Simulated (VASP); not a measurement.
Lu: single point with PBE

Crystal: Lu.

```
Lu
1.0
     0.00000    2.03504    2.03504
     2.03504    0.00000    2.03504
     2.03504    2.03504    0.00000
Lu
1
Direct
  0.00000 0.00000 0.00000
```

This isn't the form of Lu at room conditions, which is hcp.

```json
{
 "Program": "VASP 6.6.1",
 "Task": "single point",
 "Functional": "PBE",
 "Potentials or basis": "VASP PAW PBE potentials, release 64 (Lu)",
 "Cutoff": "600 eV",
 "k mesh": "16 × 16 × 16",
 "Occupations": "fermi-dirac, width 0.05 eV",
 "Spin": "no spin polarisation",
 "Dipole correction": "no",
 "Further INCAR settings": "ALGO = Normal; EDIFF = 1e-06; NBANDS = 18"
}
```

```
Pressure               : 61.0 GPa
Band gap on the k mesh : zero (an odd number of electrons rules out a gap without spin polarisation)
```

Levels at points of the mesh, in eV from the Fermi level:
```
           k point  band 9  band 10  band 11  band 12  band 13  band 14  band 15  band 16
(0.00, 0.00, 0.00)   -4.57    -4.28    -4.28    -4.28     2.69     2.69     2.69     7.04
(0.50, 0.00, 0.00)   -4.35    -4.35    -4.27    -3.60     2.24     2.24     3.38    10.44
(0.50, 0.50, 0.00)   -4.39    -4.39    -4.37    -3.96    -2.51     6.24    10.53    11.53
```

It took 16 s on 1 thread of Intel(R) Xeon(R) 6975P-C (Granite Rapids) (shared host), peak memory 0.19 GiB.

Caveat: the cell stands under pressure; spin-orbit coupling is left out, which moves the levels of the heavy elements.
